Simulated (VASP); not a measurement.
# Mn3Si (Fm-3m) in VASP: runs at scaled volumes

Single points of Mn3Si at other volumes, in PBEsol.

All numbers are computed with VASP 6.6.1; they aren't measurements. Logs are shortened: lines on timing, memory, paths and dates and some standing lists are left out, and cuts for length are marked.

## 1. The cell of the first run

The structure is cubic, space group Fm-3m (No. 225). The conventional cell has a = 5.605 Å, b = 5.605 Å, c = 5.605 Å, α = 90.00°, β = 90.00°, γ = 90.00°. Within 3.2 Å of Mn (site symmetry -43m) lie 10 Mn at 2.43 to 2.80 Å and 4 Si at 2.43 Å. Mn (site symmetry m-3m) has 8 Mn at 2.43 Å and 6 Si at 2.80 Å within 3.2 Å. Within 3.2 Å of Si (site symmetry m-3m) lie 14 Mn at 2.43 to 2.80 Å.

## 2. Equation of state, PBEsol, collinear spin, ferromagnetic start, 11.01 Å³/atom (11.01 Å³/atom)

Input file INCAR:

```
SYSTEM = Mn3Si
PREC = Accurate
ENCUT = 520
EDIFF = 1E-7
ISMEAR = -1
SIGMA = 0.05
LREAL = .False.
LASPH = .True.
NELM = 100
ALGO = Normal
ISIF = 2
LWAVE = .False.
LCHARG = .False.
ISPIN = 2
MAGMOM = 4 4 4 0
LORBIT = 11
LMAXMIX = 4
GGA = PS
NBANDS = 34
```

Input file KPOINTS:

```
Automatic mesh
0
Gamma
  8 8 8
  0 0 0
```

Input file POSCAR:

```
Mn3Si
1.0
    0.0000000000      2.8025958570      2.8025958570
    2.8025958570      0.0000000000      2.8025958570
    2.8025958570      2.8025958570      0.0000000000
Mn Si
3 1
Direct
    0.7500000000      0.7500000000      0.7500000000
    0.2500000000      0.2500000000      0.2500000000
    0.5000000000      0.5000000000      0.5000000000
    0.0000000000      0.0000000000      0.0000000000
```

Potentials or basis: VASP PAW PBE potentials, release 64 (Mn_pv, Si).

Started as:

```console
$ cat potpaw_PBE.64/Mn_pv/POTCAR potpaw_PBE.64/Si/POTCAR > POTCAR
$ mpirun -np 1 vasp_std > vasp.out
```

OUTCAR:

```text
SYSTEM = Mn3Si
   PREC = Accurate
   ENCUT = 520
   EDIFF = 1E-7
   ISMEAR = -1
   LREAL = .False.
   LASPH = .True.
   NELM = 100
   ISIF = 2
   ISPIN = 2
   LORBIT = 11
   GGA = PS

 Found     29 irreducible k-points:

 Following reciprocal coordinates:
            Coordinates               Weight
  0.000000  0.000000  0.000000      1.000000
  0.125000  0.000000  0.000000      8.000000
  0.250000  0.000000  0.000000      8.000000
  0.375000  0.000000  0.000000      8.000000
  0.500000  0.000000  0.000000      4.000000
  0.125000  0.125000  0.000000      6.000000
   k-points           NKPTS =     29   k-points in BZ     NKDIM =     29   number of bands    NBANDS=     34
   number of dos      NEDOS =    301   number of ions     NIONS =      4
   total plane-waves  NPLWV =  27000
   dimension x,y,z NGX =    30 NGY =   30 NGZ =   30
   dimension x,y,z NGXF=    60 NGYF=   60 NGZF=   60
   ions per type =               3   1
   NGX,Y,Z   is equivalent  to a cutoff of  12.58, 12.58, 12.58 a.u.
   NGXF,Y,Z  is equivalent  to a cutoff of  25.17, 25.17, 25.17 a.u.
 SYSTEM =  Mn3Si
   PREC   = accura    normal or accurate (medium, high low for compatibility)
   ISTART =      0    job   : 0-new  1-cont  2-samecut
   ICHARG =      2    charge: 1-file 2-atom 10-const
   ISPIN  =      2    spin polarized calculation?
   LNONCOLLINEAR =      F non collinear calculations
   LSORBIT =      F    spin-orbit coupling
   LASPH  =      T    aspherical Exc in radial PAW
   ENCUT  =  520.0 eV  38.22 Ry    6.18 a.u.   7.37  7.37  7.37*2*pi/ulx,y,z
   NELM   =    100;   NELMIN=  2; NELMDL= -5     # of ELM steps
   EDIFF  = 0.1E-06   stopping-criterion for ELM
   LREAL  =      F    real-space projection
   EDIFFG = 0.1E-05   stopping-criterion for IOM
   NSW    =      0    number of steps for IOM
   IBRION =     -1    ionic relax: 0-MD 1-quasi-New 2-CG
   NFREE  =      0    steps in history (QN), initial steepest desc. (CG)
   ISIF   =      2    stress and relaxation
   ISYM   =      2    0-nonsym 1-usesym 2-fastsym
   POTIM  = 0.5000    time-step for ionic-motion
   TEBEG  =    0.0;   TEEND  =   0.0 temperature during run
   PSTRESS=    0.0 pullay stress
   NELECT =      43.0000    total number of electrons
   NUPDOWN=      -1.0000    fix difference up-down
   EMIN   =  10.00;   EMAX   =-10.00  energy-range for DOS
   EFERMI =   0.00;   METHOD = LEGACY
   ISMEAR =    -1;   SIGMA  =   0.05  broadening in eV -4-tet -1-fermi 0-gaus
   EFERMI_NEDOS =   21; number of points for ismear=-14 and -15
   IALGO  =     38    algorithm
   IMIX   =      4    mixing-type and parameters
     AMIX     =   0.40;   BMIX     =  1.00
     AMIX_MAG =   1.60;   BMIX_MAG =  1.00
  volume/ion in A,a.u.               =      11.01        74.28
  Fermi-wavevector in a.u.,A,eV,Ry     =   1.624279  3.069441 35.895990  2.638281
  Thomas-Fermi vector in A             =   2.717591
   LORBIT       =     11    0 simple, 1 ext, 2 COOP (PROOUT), +10 PAW based schemes
   GGA     = PS    functional components
   LHFCALC =     F    Hartree Fock is set to
   AEXX    =    0.0000 exact exchange contribution
   IVDW    =     0    specifies the selected vdW correction
   LEPSILON=     F    determine dielectric tensor
   LRPA    =     F    only Hartree local field effects (RPA)
 spin polarized calculation
  energy-cutoff  :      520.00
  volume of cell :       44.03
 maximum number of plane-waves:      1243
 NGX is ok and might be reduce to    30
   NGX = 15   NGY = 15   NGZ = 15

 number of electron      43.0000000 magnetization      12.0000000

 number of electron      42.9999956 magnetization       1.0386583

 Free energy of the ion-electron system (eV)
  ---------------------------------------------------
  ext. energy  EPLUGINS =         0.00000000
  ---------------------------------------------------
  free energy    TOTEN  =       -36.36148082 eV

  energy without entropy =      -36.33330002  energy(sigma->0) =      -36.34739042

 E-fermi :  10.9521     XC(G=0): -13.5913

 val. band max:       10.9513974648   @ k =  -0.2500   0.1250   0.0000
 cond. band min:      10.9523408283   @ k =   0.0000   0.0000   0.0000
 fundamental gap:      0.0009433635
 Fermi energy:        10.9521027979

 spin component 1

 k-point     1 :       0.0000    0.0000    0.0000
  band No.  band energies     occupation
      1     -38.1010      1.00000
      2     -38.1010      1.00000
      3     -38.1010      1.00000
      4     -36.3454      1.00000
      5     -36.3454      1.00000
      6     -36.3454      1.00000
[... 25 lines left out ...]
     32      17.2784      0.00000
     33      20.9608      0.00000
[... 149 lines left out ...]
      3     -38.0991      1.00000
      4     -36.3425      1.00000
      5     -36.3425      1.00000
      6     -36.3267      1.00000
[... 25 lines left out ...]
     32      17.4208      0.00000
     33      19.5718      0.00000

 [... further k-points ...]

 spin component 2

 k-point     1 :       0.0000    0.0000    0.0000
  band No.  band energies     occupation
      1     -37.0364      1.00000
      2     -37.0364      1.00000
      3     -37.0364      1.00000
      4     -36.9584      1.00000
      5     -36.9584      1.00000
      6     -36.9584      1.00000
[... 25 lines left out ...]
     32      17.7787      0.00000
     33      21.1317      0.00000
[... 149 lines left out ...]
      3     -37.0183      1.00000
      4     -36.9740      1.00000
      5     -36.9520      1.00000
      6     -36.9520      1.00000
[... 25 lines left out ...]
     32      17.6737      0.00000
     33      19.6081      0.00000

 [... further k-points ...]

 [bands above 33 left out]

------------------------ aborting loop because EDIFF is reached ----------------------------------------

  FORCE on cell =-STRESS in cart. coord.  units (eV):
  Direction    XX          YY          ZZ          XY          YZ          ZX
  --------------------------------------------------------------------------------------
  -------------------------------------------------------------------------------------
  Total       -1.2052603     -1.2052603     -1.2052603     -0.0000000      0.0000000     -0.0000000
  in kB      -43.8611483    -43.8611483    -43.8611483     -0.0000000      0.0000000     -0.0000000
  external PRESSURE =     -43.8611483 kB  Pullay stress =       0.0000000 kB

 VOLUME and BASIS-vectors are now :
 -----------------------------------------------------------------------------
  energy-cutoff  :      520.00
  volume of cell :       44.03
      direct lattice vectors                 reciprocal lattice vectors
     0.000000000  2.802595857  2.802595857    -0.178406030  0.178406030  0.178406030
     2.802595857  0.000000000  2.802595857     0.178406030 -0.178406030  0.178406030
     2.802595857  2.802595857  0.000000000     0.178406030  0.178406030 -0.178406030

 POSITION                                       TOTAL-FORCE (eV/Angst)
 -----------------------------------------------------------------------------------
      4.20389      4.20389      4.20389        -0.000000     -0.000000     -0.000000
      1.40130      1.40130      1.40130         0.000000      0.000000      0.000000
      2.80260      2.80260      2.80260        -0.000000     -0.000000     -0.000000
      0.00000      0.00000      0.00000        -0.000000     -0.000000     -0.000000
 -----------------------------------------------------------------------------------
    total drift:                                0.000000     -0.000000      0.000000

  FREE ENERGIE OF THE ION-ELECTRON SYSTEM (eV)
  ---------------------------------------------------
  free  energy   TOTEN  =       -36.3614808213 eV

  energy  without entropy=      -36.3333000200  energy(sigma->0) =      -36.34739042

 total charge

# of ion       s       p       d       tot
------------------------------------------
    1        0.357   6.392   5.279  12.029
    2        0.357   6.392   5.279  12.029
    3        0.397   6.391   5.127  11.915
    4        0.725   0.925   0.000   1.650
--------------------------------------------------
tot          1.836  20.100  15.686  37.623

 magnetization (x)

# of ion       s       p       d       tot
------------------------------------------
    1       -0.006  -0.015  -0.674  -0.695
    2       -0.006  -0.015  -0.674  -0.695
    3        0.022   0.025   2.315   2.361
    4        0.021   0.018   0.000   0.039
--------------------------------------------------
tot          0.030   0.013   0.968   1.011
```

It took 85 s on 1 thread of Intel Xeon 6975P-C (Granite Rapids), shared host; peak memory 0.22 GiB.

What came out:

| Item | Value |
| --- | --- |
| Free energy | -36.3615 eV |
| Pressure | -4.4 GPa |
| Band gap on the k mesh | zero (filled and empty bands overlap) |
| Net moment | 1.04 μB per cell |
| Site moments | Mn -0.69, +2.36 (each value once); Si +0.04 μB |
| Valence electrons inside the program's atomic spheres | Mn 12.03, 11.91 (each value once); Si 1.65 |

Caveat: the cell stands under tension; the PAW data sets were made with another functional, which shifts forces and pressure a little.

## 3. Equation of state, PBEsol, collinear spin, ferromagnetic start, 11.24 Å³/atom (11.24 Å³/atom)

INCAR is that of step 2.

KPOINTS is that of step 2.

Input file POSCAR:

```
Mn3Si
1.0
    0.0000000000      2.8223330979      2.8223330979
    2.8223330979      0.0000000000      2.8223330979
    2.8223330979      2.8223330979      0.0000000000
Mn Si
3 1
Direct
    0.7500000000      0.7500000000      0.7500000000
    0.2500000000      0.2500000000      0.2500000000
    0.5000000000      0.5000000000      0.5000000000
    0.0000000000      0.0000000000      0.0000000000
```

Potentials or basis: VASP PAW PBE potentials, release 64 (Mn_pv, Si).

Started as:

```console
$ cat potpaw_PBE.64/Mn_pv/POTCAR potpaw_PBE.64/Si/POTCAR > POTCAR
$ mpirun -np 1 vasp_std > vasp.out
```

OUTCAR:

```text
SYSTEM = Mn3Si
   PREC = Accurate
   ENCUT = 520
   EDIFF = 1E-7
   ISMEAR = -1
   LREAL = .False.
   LASPH = .True.
   NELM = 100
   ISIF = 2
   ISPIN = 2
   LORBIT = 11
   GGA = PS

 Found     29 irreducible k-points:

 Following reciprocal coordinates:
            Coordinates               Weight
  0.000000  0.000000  0.000000      1.000000
  0.125000  0.000000  0.000000      8.000000
  0.250000  0.000000  0.000000      8.000000
  0.375000  0.000000  0.000000      8.000000
  0.500000  0.000000  0.000000      4.000000
  0.125000  0.125000  0.000000      6.000000
[... 533 lines left out ...]
     2.822333098  0.000000000  2.822333098     0.177158394 -0.177158394  0.177158394
     2.822333098  2.822333098  0.000000000     0.177158394  0.177158394 -0.177158394

 POSITION                                       TOTAL-FORCE (eV/Angst)
 -----------------------------------------------------------------------------------
      4.23350      4.23350      4.23350         0.000000     -0.000000     -0.000000
      1.41117      1.41117      1.41117        -0.000000      0.000000     -0.000000
      2.82233      2.82233      2.82233        -0.000000     -0.000000      0.000000
      0.00000      0.00000      0.00000        -0.000000     -0.000000      0.000000
 -----------------------------------------------------------------------------------
    total drift:                                0.000000     -0.000000      0.000000

  FREE ENERGIE OF THE ION-ELECTRON SYSTEM (eV)
  ---------------------------------------------------
  free  energy   TOTEN  =       -36.3237825584 eV

  energy  without entropy=      -36.2989827781  energy(sigma->0) =      -36.31138267

 total charge

# of ion       s       p       d       tot
------------------------------------------
    1        0.350   6.378   5.259  11.987
    2        0.350   6.378   5.259  11.987
    3        0.389   6.377   5.111  11.877
    4        0.723   0.912   0.000   1.635
--------------------------------------------------
tot          1.812  20.045  15.629  37.487

 magnetization (x)

# of ion       s       p       d       tot
------------------------------------------
    1       -0.007  -0.015  -0.735  -0.757
    2       -0.007  -0.015  -0.735  -0.757
    3        0.023   0.026   2.418   2.467
    4        0.021   0.020   0.000   0.041
--------------------------------------------------
tot          0.031   0.016   0.947   0.994
```

Run time: 2 min. Hardware: 1 thread of Intel Xeon 6975P-C (Granite Rapids), shared host; peak memory 0.23 GiB.

What came out:

* Free energy: -36.3238 eV
* Pressure: -8.5 GPa
* Band gap on the k mesh: zero (filled and empty bands overlap)
* Net moment: 1.02 μB per cell
* Site moments: Mn -0.76, +2.47 (each value once); Si +0.04 μB
* Valence electrons inside the program's atomic spheres: Mn 11.99, 11.88 (each value once); Si 1.64

Caveat: the cell stands under tension; the PAW data sets were made with another functional, which shifts forces and pressure a little.

## 4. Equation of state, PBEsol, collinear spin, ferromagnetic start, 11.47 Å³/atom (11.47 Å³/atom)

INCAR is that of step 3.

KPOINTS is that of step 3.

Input file POSCAR:

```
Mn3Si
1.0
    0.0000000000      2.8417980792      2.8417980792
    2.8417980792      0.0000000000      2.8417980792
    2.8417980792      2.8417980792      0.0000000000
Mn Si
3 1
Direct
    0.7500000000      0.7500000000      0.7500000000
    0.2500000000      0.2500000000      0.2500000000
    0.5000000000      0.5000000000      0.5000000000
    0.0000000000      0.0000000000      0.0000000000
```

Started as:

```console
$ cat potpaw_PBE.64/Mn_pv/POTCAR potpaw_PBE.64/Si/POTCAR > POTCAR
$ mpirun -np 1 vasp_std > vasp.out
```

Run time: 2.1 min. Hardware: 1 thread of Intel Xeon 6975P-C (Granite Rapids), shared host; peak memory 0.22 GiB.

It converged, with:

| Property | Result |
| --- | --- |
| Free energy | -36.2631 eV |
| Pressure | -12.3 GPa |
| Band gap on the k mesh | zero (filled and empty bands overlap) |
| Net moment | 1.02 μB per cell |
| Site moments | Mn -0.81, +2.56 (each value once); Si +0.04 μB |
| Valence electrons inside the program's atomic spheres | Mn 11.95, 11.84 (each value once); Si 1.62 |

Caveat: the cell stands under tension; the PAW data sets were made with another functional, which shifts forces and pressure a little.
